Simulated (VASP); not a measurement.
Wanted: the native input for a VASP 6.6.1 run.

| Property | Result |
| --- | --- |
| Task | single point |
| Functional | PBE |
| Potentials or basis | VASP PAW PBE potentials, release 64 (Sn_d, Se) |
| Cutoff | 500 eV |
| k mesh | 2 × 2 × 2 |
| Occupations | fermi-dirac, width 0.02 eV |
| Spin | no spin polarisation |
| Dipole correction | no |
| Further INCAR settings | ALGO = Normal; EDIFF = 1e-06; NBANDS = 20 |

The structure of SnSe2 lies in POSCAR:

```
SnSe2
1.0
    0.0000000000      3.4068553702      3.4068553702
    3.4068553702      0.0000000000      3.4068553702
    3.4068553702      3.4068553702      0.0000000000
Sn Se
1 2
Direct
    0.0000000000      0.0000000000      0.0000000000
    0.2500000000      0.2500000000      0.2500000000
    0.7500000000      0.7500000000      0.7500000000
```

The input as run:

INCAR

```
PREC = Accurate ; ENCUT = 500
EDIFF = 1E-6 ; ISMEAR = -1
SIGMA = 0.02 ; LREAL = False
LASPH = True ; NELM = 120
ALGO = Normal ; ISIF = 2
LWAVE = False ; LCHARG = True
GGA = PE ; LELF = True
LVHAR = True ; NBANDS = 20
GGA_COMPAT = False
```

KPOINTS

```
regular mesh
0
Gamma
  2 2 2
```

Potentials or basis: VASP PAW PBE potentials, release 64 (Sn_d, Se).

The run is started by

```bash
$ cat potpaw_PBE.64/Sn_d/POTCAR potpaw_PBE.64/Se/POTCAR > POTCAR
$ mpirun -np 1 vasp_std > vasp.out
```

It gave:

```yaml
Pressure: -2.0 GPa
Band_gap_on_the_k_mesh: zero (bands 13 and 14 overlap by 1.63 eV)
```

Caveat: the k points lie up to 0.80 Å⁻¹ apart, too coarse for converged energies and pressures of a metal; spin-orbit coupling is left out, which moves the levels of the heavy elements.

It took 13 s on 1 thread of Intel(R) Xeon(R) Platinum 8488C (Sapphire Rapids), with other jobs on the host, peak memory 0.2 GiB.
